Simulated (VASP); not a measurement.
Runs of VASP 6.6.1 on TiC. The structure is that of space group Fm-3m (No. 225), or close to it. The cells are those of the table. 

```csv
cell,gap on the mesh (eV),pressure (GPa)
"a = 3.084, b = 3.084, c = 3.014 Å, angles 60.7, 60.7, 58.5°, 2 atoms",none,2.1
"a = 3.107, b = 3.107, c = 3.060 Å, angles 60.5, 60.5, 59.0°, 2 atoms",none,-6.1
"a = 3.061, b = 3.061, c = 3.106 Å, angles 59.5, 59.5, 61.0°, 2 atoms",none,(b)
"a = 3.061, b = 3.061, c = 3.014 Å, angles 60.5, 60.5, 59.0°, 2 atoms",none,5.6
"a = 3.083, b = 3.083, c = 3.060 Å, angles 60.2, 60.2, 59.5°, 2 atoms",none,(a)
```

Alike in all rows: task single point; level r2SCAN; potentials or basis VASP PAW PBE potentials, release 64 (Ti_sv, C); no spin polarisation; k mesh 18 × 18 × 18; cutoff (eV) 520; smearing gaussian 0.15 eV.

Estimate the missing entries.

(a) -2.8; (b) -2.4.

Caveats: the PAW data sets were made with another functional, which shifts forces and pressure a little; the stress differs along the axes, from -9 to 8 GPa (at least some runs); the stress differs along the axes, from -13 to -3 GPa (at least some runs); the stress differs along the axes, from -6 to 6 GPa (at least some runs); the stress differs along the axes, from -3 to 10 GPa (at least some runs); the stress differs along the axes, from -6 to -1 GPa (at least some runs).

A gap of «none» marks levels without a gap at the run's occupations.
